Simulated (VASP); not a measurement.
# SrTiO3 (P4mm) in VASP: a series of runs

SrTiO3 is run at these levels: PBE; tasks: single point.

Program: VASP 6.6.1. These are calculated values, not measurements. Logs are shortened: lines on timing, memory, paths and dates and some standing lists are left out, and cuts for length are marked.

## (1) The cell of the first run

Symmetry: P4mm, No. 99, tetragonal system. The conventional cell has a = 3.936 Å, b = 3.936 Å, c = 3.936 Å, α = 90.00°, β = 90.00°, γ = 90.00°. Sr (site symmetry 4mm) has 12 O at 2.73 to 2.84 Å and 8 Ti at 3.39 to 3.43 Å within 3.6 Å. Within 2.4 Å of Ti (site symmetry 4mm) lie 6 O at 1.84 to 2.10 Å. O (site symmetry 4mm) has 2 Ti at 1.84 to 2.10 Å within 2.4 Å. Within 2.6 Å of O (site symmetry 2mm) lie 2 Ti at 1.97 Å.

## (2) Single point, PBE (mode 1 frozen in at -0.077 Å and mode 7 at +0.000 Å (largest displacements))

INCAR reads:

```
SYSTEM = SrTiO3
ALGO     = Normal         ! electronic algorithm
EDIFF    = 1E-7           ! SCF threshold, eV
ENCUT    = 520            ! plane-wave cutoff, eV
GGA      = PE             ! functional
ISIF     = 2              ! what is computed and relaxed
ISMEAR   = 0              ! smearing method
LASPH    = .True.         ! aspherical terms in the spheres
LCHARG   = .False.        ! write CHGCAR
LREAL    = .False.        ! projectors in reciprocal space
LWAVE    = .False.        ! write WAVECAR
NBANDS   = 28             ! bands
NELM     = 80             ! most SCF steps
PREC     = Accurate       ! precision mode
SIGMA    = 0.05           ! smearing width, eV
```

KPOINTS reads:

```
k-points
0
Gamma
  8 8 8
  0 0 0
```

POSCAR reads:

```
SrTiO3
1.0
    3.9364094381      0.0000000000      0.0000000000
    0.0000000000      3.9364094381      0.0000000000
    0.0000000000      0.0000000000      3.9364094381
Sr Ti O
1 1 3
Direct
    0.0027341017      0.0000000000      0.0000000000
    0.5129076915      0.5000000000      0.5000000000
   -0.0195101656      0.5000000000      0.5000000000
    0.4829592060      0.0000000000      0.5000000000
    0.4829592060      0.5000000000      0.0000000000
```

Potentials or basis: VASP PAW PBE potentials, release 64 (Sr_sv, Ti_sv, O).

Started as:

```
cat potpaw_PBE.64/Sr_sv/POTCAR potpaw_PBE.64/Ti_sv/POTCAR potpaw_PBE.64/O/POTCAR > POTCAR
mpirun -np 1 vasp_std > vasp.out
```

OUTCAR:

```text
SYSTEM = SrTiO3
   EDIFF = 1E-7
   ENCUT = 520
   GGA = PE
   ISIF = 2
   ISMEAR = 0
   LASPH = .True.
   LREAL = .False.
   NELM = 80
   PREC = Accurate

 ion  position               nearest neighbor table
   1  0.003  0.000  0.000-   4 2.73   5 2.73   4 2.73   5 2.73   3 2.78   3 2.78   3 2.78   3 2.78
                             4 2.84   5 2.84   4 2.84   5 2.84   2 3.39   2 3.39   2 3.39   2 3.39
   2  0.513  0.500  0.500-   3 1.84   4 1.97   5 1.97   5 1.97   4 1.97   3 2.10   1 3.39   1 3.39
                             1 3.39   1 3.39   1 3.43   1 3.43   1 3.43   1 3.43
   3  0.980  0.500  0.500-   2 1.84   2 2.10   1 2.78   1 2.78   1 2.78   1 2.78
   4  0.483  0.000  0.500-   2 1.97   2 1.97   1 2.73   1 2.73   1 2.84   1 2.84
   5  0.483  0.500  0.000-   2 1.97   2 1.97   1 2.73   1 2.73   1 2.84   1 2.84

  LATTYP: Found a simple cubic cell.
 ALAT       =     3.9364094381

  Lattice vectors:

 A1 = (   3.9364094381,   0.0000000000,   0.0000000000)
 A2 = (   0.0000000000,   3.9364094381,   0.0000000000)
 A3 = (   0.0000000000,   0.0000000000,   3.9364094381)

Analysis of symmetry for initial positions (statically):
=====================================================================
 Subroutine PRICEL returns:
 Original cell was already a primitive cell.

 Routine SETGRP: Setting up the symmetry group for a
 simple cubic supercell.

 Subroutine GETGRP returns: Found  8 space group operations
 (whereof  8 operations were pure point group operations)
 out of a pool of 48 trial point group operations.

The static configuration has the point symmetry C_4v.

Analysis of symmetry for dynamics (positions and initial velocities):
=====================================================================
 Subroutine PRICEL returns:
 Original cell was already a primitive cell.

 Routine SETGRP: Setting up the symmetry group for a
 simple cubic supercell.

 Subroutine GETGRP returns: Found  8 space group operations
 (whereof  8 operations were pure point group operations)
 out of a pool of 48 trial point group operations.

The dynamic configuration has the point symmetry C_4v.

 Subroutine INISYM returns: Found  8 space group operations
 (whereof  8 operations are pure point group operations),
 and found     1 'primitive' translations

----------------------------------------------------------------------------------------

                                     Primitive cell

  volume of cell :      60.9959

  direct lattice vectors                    reciprocal lattice vectors
     3.936409438  0.000000000  0.000000000     0.254038615  0.000000000  0.000000000
     0.000000000  3.936409438  0.000000000     0.000000000  0.254038615  0.000000000
     0.000000000  0.000000000  3.936409438     0.000000000  0.000000000  0.254038615

  length of vectors
     3.936409438  3.936409438  3.936409438     0.254038615  0.254038615  0.254038615

  position of ions in fractional coordinates (direct lattice)
     0.002734102  0.000000000  0.000000000
     0.512907691  0.500000000  0.500000000
     0.980489834  0.500000000  0.500000000
     0.482959206  0.000000000  0.500000000
     0.482959206  0.500000000  0.000000000

  ion indices of the primitive-cell ions
   primitive index   ion index
                 1           1
                 2           2
                 3           3
                 4           4
                 5           5

----------------------------------------------------------------------------------------

 KPOINTS: k-points

Automatic generation of k-mesh.
 Grid dimensions read from file:
 generate k-points for:    8    8    8

 Generating k-lattice:

  Cartesian coordinates                     Fractional coordinates (reciprocal lattice)
     0.031754827  0.000000000  0.000000000     0.125000000  0.000000000  0.000000000
     0.000000000  0.031754827  0.000000000     0.000000000  0.125000000  0.000000000
     0.000000000  0.000000000  0.031754827     0.000000000  0.000000000  0.125000000

  Length of vectors
     0.031754827  0.031754827  0.031754827

  Shift w.r.t. Gamma in fractional coordinates (k-lattice)
     0.000000000  0.000000000  0.000000000

 Subroutine IBZKPT returns following result:
 ===========================================

 Found     75 irreducible k-points:

 Following reciprocal coordinates:
            Coordinates               Weight
  0.000000  0.000000  0.000000      1.000000
  0.125000  0.000000  0.000000      2.000000
  0.000000  0.125000  0.000000      4.000000
  0.250000  0.000000  0.000000      2.000000
  0.000000  0.250000  0.000000      4.000000
  0.375000  0.000000  0.000000      2.000000
[... 16 lines left out ...]
  0.375000  0.250000  0.000000      8.000000
  0.000000  0.375000  0.250000      8.000000
 [... further k-points ...]
   k-points           NKPTS =     75   k-points in BZ     NKDIM =     75   number of bands    NBANDS=     28
   number of dos      NEDOS =    301   number of ions     NIONS =      5
   total plane-waves  NPLWV =  27000
   dimension x,y,z NGX =    30 NGY =   30 NGZ =   30
   dimension x,y,z NGXF=    60 NGYF=   60 NGZF=   60
   ions per type =               1   1   3
   NGX,Y,Z   is equivalent  to a cutoff of  12.67, 12.67, 12.67 a.u.
   NGXF,Y,Z  is equivalent  to a cutoff of  25.34, 25.34, 25.34 a.u.
 SYSTEM =  SrTiO3
   PREC   = accura    normal or accurate (medium, high low for compatibility)
   ISTART =      0    job   : 0-new  1-cont  2-samecut
   ICHARG =      2    charge: 1-file 2-atom 10-const
   ISPIN  =      1    spin polarized calculation?
   LNONCOLLINEAR =      F non collinear calculations
   LSORBIT =      F    spin-orbit coupling
   LASPH  =      T    aspherical Exc in radial PAW
   ENCUT  =  520.0 eV  38.22 Ry    6.18 a.u.   7.32  7.32  7.32*2*pi/ulx,y,z
   NELM   =     80;   NELMIN=  2; NELMDL= -5     # of ELM steps
   EDIFF  = 0.1E-06   stopping-criterion for ELM
   LREAL  =      F    real-space projection
   EDIFFG = 0.1E-05   stopping-criterion for IOM
   NSW    =      0    number of steps for IOM
   IBRION =     -1    ionic relax: 0-MD 1-quasi-New 2-CG
   NFREE  =      0    steps in history (QN), initial steepest desc. (CG)
   ISIF   =      2    stress and relaxation
   ISYM   =      2    0-nonsym 1-usesym 2-fastsym
   POTIM  = 0.5000    time-step for ionic-motion
   TEBEG  =    0.0;   TEEND  =   0.0 temperature during run
   PSTRESS=    0.0 pullay stress
   NELECT =      40.0000    total number of electrons
   NUPDOWN=      -1.0000    fix difference up-down
   EMIN   =  10.00;   EMAX   =-10.00  energy-range for DOS
   EFERMI =   0.00;   METHOD = LEGACY
   ISMEAR =     0;   SIGMA  =   0.05  broadening in eV -4-tet -1-fermi 0-gaus
   EFERMI_NEDOS =   21; number of points for ismear=-14 and -15
   IALGO  =     38    algorithm
   IMIX   =      4    mixing-type and parameters
     AMIX     =   0.40;   BMIX     =  1.00
     AMIX_MAG =   1.60;   BMIX_MAG =  1.00
  volume/ion in A,a.u.               =      12.20        82.32
  Fermi-wavevector in a.u.,A,eV,Ry     =   1.422311  2.687778 27.524158  2.022969
  Thomas-Fermi vector in A             =   2.543028
   LORBIT       =      0    0 simple, 1 ext, 2 COOP (PROOUT), +10 PAW based schemes
   GGA     = PE    functional components
   LHFCALC =     F    Hartree Fock is set to
   AEXX    =    0.0000 exact exchange contribution
   IVDW    =     0    specifies the selected vdW correction
   LEPSILON=     F    determine dielectric tensor
   LRPA    =     F    only Hartree local field effects (RPA)
 non-spin polarized calculation
 Gauss-broadening in eV      SIGMA  =   0.05
  energy-cutoff  :      520.00
  volume of cell :       61.00
 maximum number of plane-waves:      1671
 NGX is ok and might be reduce to    30
   NGX = 15   NGY = 15   NGZ = 15

 number of electron      39.9999992 magnetization

 Free energy of the ion-electron system (eV)
  ---------------------------------------------------
  ext. energy  EPLUGINS =         0.00000000
  ---------------------------------------------------
  free energy    TOTEN  =       -40.10045534 eV

  energy without entropy =      -40.10045534  energy(sigma->0) =      -40.10045534

 E-fermi :   4.3638     XC(G=0): -11.1383

 val. band max:        4.0039123545   @ k =   0.5000   0.5000   0.5000
 cond. band min:       5.8584172665   @ k =   0.0000   0.0000   0.0000
 fundamental gap:      1.8545049120
 Fermi energy:         4.3638290931

 k-point     1 :       0.0000    0.0000    0.0000
  band No.  band energies     occupation
      1     -52.4905      2.00000
      2     -28.9038      2.00000
      3     -28.7718      2.00000
      4     -28.7210      2.00000
      5     -28.7210      2.00000
      6     -13.3753      2.00000
[... 20 lines left out ...]
     27       9.3586      0.00000
     28       9.9419      0.00000

 k-point     2 :       0.1250    0.0000    0.0000
  band No.  band energies     occupation
      1     -52.4903      2.00000
      2     -28.9129      2.00000
      3     -28.7691      2.00000
      4     -28.7206      2.00000
      5     -28.7206      2.00000
      6     -13.3705      2.00000
[... 20 lines left out ...]
     27       9.6051      0.00000
     28      10.3233      0.00000

 k-point     3 :       0.0000    0.1250    0.0000
  band No.  band energies     occupation
      1     -52.4903      2.00000
      2     -28.9093      2.00000
      3     -28.7718      2.00000
      4     -28.7214      2.00000
      5     -28.7207      2.00000
      6     -13.3867      2.00000
[... 20 lines left out ...]
     27       9.6185      0.00000
     28      10.3049      0.00000

 k-point     4 :       0.2500    0.0000    0.0000
  band No.  band energies     occupation
      1     -52.4898      2.00000
      2     -28.9350      2.00000
      3     -28.7624      2.00000
      4     -28.7197      2.00000
      5     -28.7197      2.00000
      6     -13.4122      2.00000
[... 20 lines left out ...]
     27      10.2535      0.00000
     28      11.3503      0.00000

 k-point     5 :       0.0000    0.2500    0.0000
  band No.  band energies     occupation
      1     -52.4898      2.00000
      2     -28.9239      2.00000
      3     -28.7713      2.00000
      4     -28.7212      2.00000
      5     -28.7197      2.00000
      6     -13.4549      2.00000
[... 20 lines left out ...]
     27      10.2522      0.00000
     28      11.2965      0.00000

 k-point     6 :       0.3750    0.0000    0.0000
  band No.  band energies     occupation
      1     -52.4893      2.00000
      2     -28.9570      2.00000
      3     -28.7555      2.00000
      4     -28.7188      2.00000
      5     -28.7188      2.00000
      6     -13.5029      2.00000
[... 463 lines left out ...]
      5     -28.7185      2.00000
      6     -13.2904      2.00000
[... 20 lines left out ...]
     27      11.1446      0.00000
     28      11.7483      0.00000

 k-point    22 :       0.0000    0.2500    0.2500
  band No.  band energies     occupation
      1     -52.4891      2.00000
      2     -28.9158      2.00000
      3     -28.7701      2.00000
      4     -28.7518      2.00000
      5     -28.7187      2.00000
      6     -13.3300      2.00000
[... 20 lines left out ...]
     27      11.1296      0.00000
     28      11.7258      0.00000

 k-point    23 :       0.3750    0.2500    0.0000
  band No.  band energies     occupation
      1     -52.4886      2.00000
      2     -28.9272      2.00000
      3     -28.7856      2.00000
      4     -28.7409      2.00000
      5     -28.7176      2.00000
      6     -13.2413      2.00000
[... 20 lines left out ...]
     27      11.8527      0.00000
     28      12.2581      0.00000

 k-point    24 :       0.0000    0.3750    0.2500
  band No.  band energies     occupation
      1     -52.4886      2.00000
      2     -28.9137      2.00000
      3     -28.7692      2.00000
      4     -28.7566      2.00000
      5     -28.7309      2.00000
      6     -13.3018      2.00000
[... 20 lines left out ...]
     27      11.8674      0.00000
     28      12.1622      0.00000

 [... further k-points ...]

------------------------ aborting loop because EDIFF is reached ----------------------------------------

  FORCE on cell =-STRESS in cart. coord.  units (eV):
  Direction    XX          YY          ZZ          XY          YZ          ZX
  --------------------------------------------------------------------------------------
  -------------------------------------------------------------------------------------
  Total        1.3530614      0.2917851      0.2917851      0.0000000     -0.0000000     -0.0000000
  in kB       35.5408084      7.6643076      7.6643076      0.0000000     -0.0000000     -0.0000000
  external PRESSURE =      16.9564746 kB  Pullay stress =       0.0000000 kB

 VOLUME and BASIS-vectors are now :
 -----------------------------------------------------------------------------
  energy-cutoff  :      520.00
  volume of cell :       61.00
      direct lattice vectors                 reciprocal lattice vectors
     3.936409438  0.000000000  0.000000000     0.254038615  0.000000000  0.000000000
     0.000000000  3.936409438  0.000000000     0.000000000  0.254038615  0.000000000
     0.000000000  0.000000000  3.936409438     0.000000000  0.000000000  0.254038615

 POSITION                                       TOTAL-FORCE (eV/Angst)
 -----------------------------------------------------------------------------------
      0.01076      0.00000      0.00000         0.071422      0.000000      0.000000
      2.01901      1.96820      1.96820        -0.278568      0.000000     -0.000000
      3.85961      1.96820      1.96820         0.272525     -0.000000      0.000000
      1.90113      0.00000      1.96820        -0.032689      0.000000      0.000000
      1.90113      1.96820      0.00000        -0.032689      0.000000      0.000000
 -----------------------------------------------------------------------------------
    total drift:                               -0.000313     -0.000000     -0.000002

  FREE ENERGIE OF THE ION-ELECTRON SYSTEM (eV)
  ---------------------------------------------------
  free  energy   TOTEN  =       -40.1004553370 eV

  energy  without entropy=      -40.1004553370  energy(sigma->0) =      -40.10045534
```

Run time: 2 min. Hardware: 1 thread of Intel Xeon Platinum 8259CL at 2.50GHz (Skylake/Cascade Lake), shared host; peak memory 0.26 GiB.

What came out:

```yaml
Free_energy: -40.1005 eV
Pressure: 1.7 GPa
Largest_force: 0.279 eV/Å
Band_gap_on_the_k_mesh: 1.85 eV, indirect (least direct gap 2.38 eV)
```

Forces on the atoms (eV/Å):
```
Sr   0.071  0.000  0.000
Ti  -0.279  0.000  0.000
O    0.273  0.000  0.000
O   -0.033  0.000  0.000
O   -0.033  0.000  0.000
```

Caveat: the cell differs from its parent crystal (mode 1 frozen in at -0.077 Å and mode 7 at +0.000 Å (largest displacements)). A k mesh can miss the band edges.

## (3) Single point, PBE

INCAR reads:

```
SYSTEM = SrTiO3
PREC     = Accurate       ! precision mode
ENCUT    = 520            ! plane-wave cutoff, eV
EDIFF    = 1E-6           ! SCF threshold, eV
ISMEAR   = 0              ! smearing method
SIGMA    = 0.05           ! smearing width, eV
LREAL    = .FALSE.        ! projectors in reciprocal space
LASPH    = .TRUE.         ! aspherical terms in the spheres
NELM     = 60             ! most SCF steps
ALGO     = Normal         ! electronic algorithm
ISIF     = 2              ! what is computed and relaxed
LWAVE    = .FALSE.        ! write WAVECAR
LCHARG   = .FALSE.        ! write CHGCAR
GGA      = PE             ! functional
NBANDS   = 28             ! bands
```

KPOINTS reads:

```
regular mesh
0
G
  8 8 8
  0 0 0
```

POSCAR reads:

```
SrTiO3
1.0
    3.9364094381      0.0000000000      0.0000000000
    0.0000000000      3.9364094381      0.0000000000
    0.0000000000      0.0000000000      3.9364094381
Sr Ti O
1 1 3
Direct
    0.0068303048      0.0000000000      0.0000000000
    0.5096337462      0.5000000000      0.5000000000
   -0.0147898605      0.5000000000      0.5000000000
    0.4849316696      0.0000000000      0.5000000000
    0.4849316696      0.5000000000      0.0000000000
```

Potentials or basis: VASP PAW PBE potentials, release 64 (Sr_sv, Ti_sv, O).

Started as:

```
cat potpaw_PBE.64/Sr_sv/POTCAR potpaw_PBE.64/Ti_sv/POTCAR potpaw_PBE.64/O/POTCAR > POTCAR
mpirun -np 1 vasp_std > vasp.out
```

Run time: 1.9 min. Hardware: 1 thread of Intel Xeon Platinum 8259CL at 2.50GHz (Skylake/Cascade Lake), shared host; peak memory 0.26 GiB.

It converged, with:

```
Free energy            : -40.1054 eV
Pressure               : 1.2 GPa
Largest force          : 0.045 eV/Å
Band gap on the k mesh : 1.84 eV, indirect (least direct gap 2.32 eV)
```

Forces on the atoms (eV/Å):
```
Sr  -0.010  0.000  0.000
Ti  -0.038  0.000  0.000
O    0.045  0.000  0.000
O    0.001  0.000  0.000
O    0.001  0.000  0.000
```

Stress tensor (GPa, compression positive):
```
2.33 0.00 0.00
0.00 0.69 0.00
0.00 0.00 0.69
```

Levels at points of the mesh, in eV from the valence-band top:
```
           k point  band 16  band 17  band 18  band 19  band 20  band 21  band 22  band 23  band 24  band 25
(0.00, 0.00, 0.00)    -1.24    -1.16    -0.48    -0.47    -0.47     1.84     2.03     2.03     4.20     4.29
(0.50, 0.00, 0.00)    -2.37    -2.37    -1.94    -0.72    -0.72     2.00     3.75     3.75     4.20     6.37
(0.00, 0.50, 0.00)    -2.28    -2.21    -1.95    -0.91    -0.82     2.17     3.66     3.69     4.27     6.24
(0.50, 0.50, 0.00)    -2.75    -1.72    -1.54    -1.54    -0.14     3.68     3.76     4.13     5.13     7.73
(0.00, 0.50, 0.50)    -2.77    -1.75    -1.61    -1.61    -0.09     3.70     3.70     4.13     5.06     7.75
(0.50, 0.50, 0.50)    -3.70    -3.65    -0.05    -0.05     0.00     4.32     4.33     4.33     6.75     6.86
```
